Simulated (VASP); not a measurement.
Here is a VASP 6.6.1 calculation.

File POSCAR:

```
Rh
1.0
    0.0000000000      1.8978500000      1.8978500000
    1.8978500000      0.0000000000      1.8978500000
    1.8978500000      1.8978500000      0.0000000000
Rh
1
Direct
    0.0000000000      0.0000000000      0.0000000000
```

INCAR.step1

```
PREC = Accurate ; ENCUT = 520
ISMEAR = -1 ; SIGMA = 0.05
LREAL = False ; LASPH = True
NELM = 80 ; NBANDS = 14
GGA = PE ; ALGO = Normal
EDIFF = 1E-4 ; LWAVE = True
LCHARG = False
```

The input INCAR.step2:

```
PREC = Accurate ; ENCUT = 520
EDIFF = 1E-6 ; ISMEAR = -1
SIGMA = 0.05 ; LREAL = False
LASPH = True ; NELM = 80
ALGO = Normal ; ISIF = 2
LWAVE = False ; LCHARG = False
METAGGA = R2SCAN ; LMIXTAU = True
NBANDS = 14 ; ISTART = 1
```

KPOINTS

```
Automatic mesh
0
Gamma
  12 12 12
```

Potentials or basis: VASP PAW PBE potentials, release 64 (Rh_pv).

The run is started by

```sh
$ cat potpaw_PBE.64/Rh_pv/POTCAR > POTCAR
$ cp INCAR.step1 INCAR
$ mpirun -np 1 vasp_std > vasp.out
$ cp INCAR.step2 INCAR
$ mpirun -np 1 vasp_std > vasp.out
```

**Question.** Estimate the pressure.

**Answer.** 2.0 GPa.

Caveat: the PAW data sets were made with another functional, which shifts forces and pressure a little.
